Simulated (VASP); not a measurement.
**AlNi: single point with PBEsol**

Crystal: AlNi.

```
Al Ni
1.0
     2.86217    0.00000    0.00000
     0.00000    2.86217    0.00000
     0.00000    0.00000    2.86217
Al Ni
1 1
Direct
  0.00000 0.00000 0.00000
  0.46218 0.46218 0.46218
```

This cell differs from its parent crystal: all Ni atoms moved +0.188 Å, as atom 2 towards its neighbour atom 1 (Al) at 2.479 Å.

```yaml
Program: VASP 6.6.1
Task: single point
Functional: PBEsol
Potentials_or_basis: VASP PAW PBE potentials, release 64 (Al, Ni)
Cutoff: 520 eV
k_mesh: 20 × 20 × 20
Occupations: gaussian, width 0.15 eV
Spin: no spin polarisation
```

* Pressure: 2.7 GPa
* Largest force: 1.266 eV/Å

Forces on the atoms (eV/Å):
```
Al  -0.731 -0.731 -0.731
Ni   0.731  0.731  0.731
```

Stress tensor (GPa, compression positive):
```
2.66 1.86 1.86
1.86 2.66 1.86
1.86 1.86 2.66
```

Levels at points of the mesh, in eV from the Fermi level:
```csv
k point,band 5,band 6,band 7,band 8,band 9,band 10
"(0.00, 0.00, 0.00)",-1.59,-1.59,5.58,5.58,5.67,8.28
"(0.50, 0.00, 0.00)",-2.31,-1.52,-0.67,8.40,10.10,10.12
"(0.50, 0.50, 0.00)",-2.13,-2.10,-1.06,1.49,2.57,12.60
"(0.50, 0.50, 0.50)",-1.02,1.89,1.95,1.95,3.63,4.60
```

Wall time 2 min on 1 thread of Intel(R) Xeon(R) 6975P-C (Granite Rapids), with other jobs on the host, peak memory 0.36 GiB.

Caveat: the cell differs from its parent crystal (all Ni atoms moved +0.188 Å, as atom 2 towards its neighbour atom 1 (Al) at 2.479 Å); the PAW data sets were made with another functional, which shifts forces and pressure a little. Spin polarisation is off, so any magnetic state and its effect on volume and gap are missing.
